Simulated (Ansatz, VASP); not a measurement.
**One calculation of Ag, two programs**

```
Ag
1.0
     0.00000    2.00087    2.00087
     2.00087    0.00000    2.00087
     2.00087    2.00087    0.00000
Ag
1
Direct
  0.00000 0.00000 0.00000
```

Alike in both runs: functional LDA; k mesh 18 × 18 × 18; occupations gaussian, width 0.1 eV; no spin polarisation.

Ansatz relaxed the structure, and its values are those at the end. VASP's run is a single point on that final structure, the one shown.

|  | VASP | Ansatz |
| --- | --- | --- |
| version | VASP 6.6.1 | Ansatz 0.2.0 |
| potentials or method | VASP PAW LDA potentials, release 64 (Ag), cutoff 500 eV | scalar-relativistic, plane waves, PAW |
| valence electrons in the cell | 11 | 19 |

Ansatz gave:

| Property | Result |
| --- | --- |
| gap on the k mesh at the Fermi level (eV) | none |
| pressure (GPa) | 0.0 |

Problem. What did VASP give for the same quantities?

Solution. gap on the k mesh at the Fermi level (eV): none; pressure (GPa): 0.2.

LDA's correlation is that of Perdew and Zunger in VASP and of Perdew and Wang (1992) in Ansatz. A gap of «none» marks a metal or a gap that the smearing closes. VASP's potentials hold 11 valence electrons a cell and Ansatz's 19, so a difference there can come from the potentials and not from the codes.
